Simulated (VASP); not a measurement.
Here is a VASP 6.6.1 calculation.

The input INCAR:

```
SYSTEM = AlNi
  PREC = Accurate
  ENCUT = 520
  EDIFF = 1E-7
  ISMEAR = -1
  SIGMA = 0.05
  LREAL = .FALSE.
  LASPH = .TRUE.
  NELM = 150
  ALGO = Normal
  ISIF = 2
  LWAVE = .FALSE.
  LCHARG = .TRUE.
  ISPIN = 2
  MAGMOM = 1 0
  LORBIT = 11
  LMAXMIX = 4
  GGA = PE
  LELF = .TRUE.
  LVHAR = .TRUE.
  NBANDS = 18
```

Contents of KPOINTS:

```
regular mesh
0
G
  9 9 9
  0 0 0
```

The input POSCAR:

```
AlNi
1.0
    2.8921283191      0.0000000000      0.0000000000
    0.0000000000      2.8921283191      0.0000000000
    0.0000000000      0.0000000000      2.8921283191
Ni Al
1 1
Direct
    0.5000000000      0.5000000000      0.5000000000
    0.0000000000      0.0000000000      0.0000000000
```

Potentials or basis: VASP PAW PBE potentials, release 64 (Ni, Al).

Command:

```bash
$ cat potpaw_PBE.64/Ni/POTCAR potpaw_PBE.64/Al/POTCAR > POTCAR
$ mpirun -np 1 vasp_std > vasp.out
```

(1) What does it give for the net moment?

(2) Predict the pressure.

Answers

(1) 0.00 μB per cell.

(2) 0.0 GPa.
